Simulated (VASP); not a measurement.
The system is SrCl2.

```
CELL_PARAMETERS angstrom
2.08574 1.20420 6.00560
-2.08574 1.20420 6.00560
0.00000 -2.40841 6.00560
ATOMIC_POSITIONS crystal
Sr 0.00028 0.00028 0.00028
Cl 0.42429 0.42429 0.42429
Cl 0.24210 0.24210 0.24210
```

This cell differs from its parent crystal: uniaxial z strain -2.1%.

Base run:

* Program: VASP 6.6.1
* Functional: r2SCAN
* Potentials or basis: VASP PAW PBE potentials, release 64 (Sr_sv, Cl)
* Cutoff: 520 eV
* k mesh: 8 × 8 × 8
* Occupations: gaussian, width 0.01 eV
* Spin: no spin polarisation

Its results: band gap on the k mesh 4.83 eV; pressure 1.0 GPa; largest force 0.006 eV/Å.

**Question.** The run is repeated on the same cell with these changes: functional from r2SCAN to PBE; occupations from gaussian, width 0.01 eV to fermi-dirac, width 0.02 eV. What comes out?

**Answer.** Band gap on the k mesh 4.30 eV; pressure 1.6 GPa; largest force 0.008 eV/Å.

Caveats: the PAW data sets were made with another functional, which shifts forces and pressure a little (at least some runs).

A k mesh can miss the band edges.
